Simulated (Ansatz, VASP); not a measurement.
## One calculation of Mo3H, two programs

Contents of INCAR:

```
ALGO = Normal ; EDIFF = 1E-6
EDIFFG = -0.08 ; ENCUT = 600
GGA = PE ; IBRION = 2
ISIF = 3 ; ISMEAR = 0
LASPH = T ; LCHARG = F
LREAL = F ; LWAVE = F
NELM = 100 ; NSW = 36
PREC = Accurate ; SIGMA = 0.2
```

KPOINTS

```
k-points
0
Gamma
  4 4 4
```

File POSCAR:

```
Mo3H
1.0
    5.0785074700      0.0000000000      0.0000000000
   -2.5392537400      4.3981164800      0.0000000000
    0.0000000000      0.0000000000      4.7385668100
H Mo
2 6
Direct
    0.3333333300      0.6666666700      0.2500000000
    0.6666666700      0.3333333300      0.7500000000
    0.6670000000      0.6670000000      0.0000000000
    0.6670000000      0.0000000000      0.5000000000
    0.0000000000      0.6670000000      0.5000000000
    0.3330000000      0.3330000000      0.5000000000
    0.3330000000      0.0000000000      0.0000000000
    0.0000000000      0.3330000000      0.0000000000
```

Input for Ansatz:

```yaml
crystal:
  lattice:
    - [5.07850747, 0.0, 0.0]
    - [-2.53925374, 4.39811648, 0.0]
    - [0.0, 0.0, 4.73856681]
  atoms:
    - { symbol: H, position: [0.33333333, 0.66666667, 0.25] }
    - { symbol: H, position: [0.66666667, 0.33333333, 0.75] }
    - { symbol: Mo, position: [0.667, 0.667, 0.0] }
    - { symbol: Mo, position: [0.667, 0.0, 0.5] }
    - { symbol: Mo, position: [0.0, 0.667, 0.5] }
    - { symbol: Mo, position: [0.333, 0.333, 0.5] }
    - { symbol: Mo, position: [0.333, 0.0, 0.0] }
    - { symbol: Mo, position: [0.0, 0.333, 0.0] }
basis:
  ecutwfc: 420
kpoints:
  mp_grid: { grid: [4, 4, 4] }
hamiltonian:
  xc: pbe
scf:
  occupations: { method: gaussian, width: 0.2 }
  lower_state_search: "off"
output:
  forces: true
  stress: true
  eigenvalues: true
relax:
  adjacent_minimum: "off"
  f_tol: 0.08
  max_steps: 16
  cell: { stress_tol: 0.8 }
```

Alike in both runs: task relaxation of cell and atoms; functional PBE; k mesh 4 × 4 × 4; occupations gaussian, width 0.2 eV; no spin polarisation.

|  | VASP | Ansatz |
| --- | --- | --- |
| version | VASP 6.6.1 | Ansatz 0.2.0 |
| potentials or method | VASP PAW PBE potentials, release 64 (H, Mo_sv), cutoff 600 eV | scalar-relativistic, plane waves, PAW |
| valence electrons in the cell | 86 | 86 |

VASP gave:

* gap on the k mesh at the Fermi level, each at its own relaxed structure (eV): none
* relaxed volume (Å³/atom): 12.63
* relaxed length of the cell vector where the two differ most in proportion (Å): 4.751

Question: Which values does Ansatz return?

Answer: gap on the k mesh at the Fermi level, each at its own relaxed structure (eV): none; relaxed volume (Å³/atom): 12.63; relaxed length of the cell vector where the two differ most in proportion (Å): 4.721.

A gap of «none» marks a metal or a gap that the smearing closes.
